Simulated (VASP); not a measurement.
Here is a VASP 6.6.1 calculation.

Contents of INCAR:

```
SYSTEM = InAs
PREC = Accurate
ENCUT = 520
EDIFF = 1E-7
ISMEAR = -1
SIGMA = 0.05
LREAL = .False.
LASPH = .True.
NELM = 60
ALGO = Normal
ISIF = 2
LWAVE = .False.
LCHARG = .False.
GGA = PE
NBANDS = 16
```

Contents of KPOINTS:

```
Automatic mesh
0
Gamma
  12 12 12
  0 0 0
```

POSCAR

```
InAs
1.0
    3.5780175664      0.0000000000      0.0000000000
    0.0000000000      3.5780175664      0.0000000000
    0.0000000000      0.0000000000      3.5780175664
In As
1 1
Direct
    0.0000000000      0.0000000000      0.0000000000
    0.5000000000      0.5000000000      0.5000000000
```

Potentials or basis: VASP PAW PBE potentials, release 64 (In_d, As).

Command:

```sh
$ cat potpaw_PBE.64/In_d/POTCAR potpaw_PBE.64/As/POTCAR > POTCAR
$ mpirun -np 1 vasp_std > vasp.out
```

(1) Predict the pressure.

(2) Predict the band gap on the k mesh.

Answers

(1) 0.0 GPa.

(2) zero (band 9 reaches 7.65 eV, above the bottom of band 10 at 4.81 eV).

Caveat: spin-orbit coupling is left out, which moves the levels of the heavy elements.
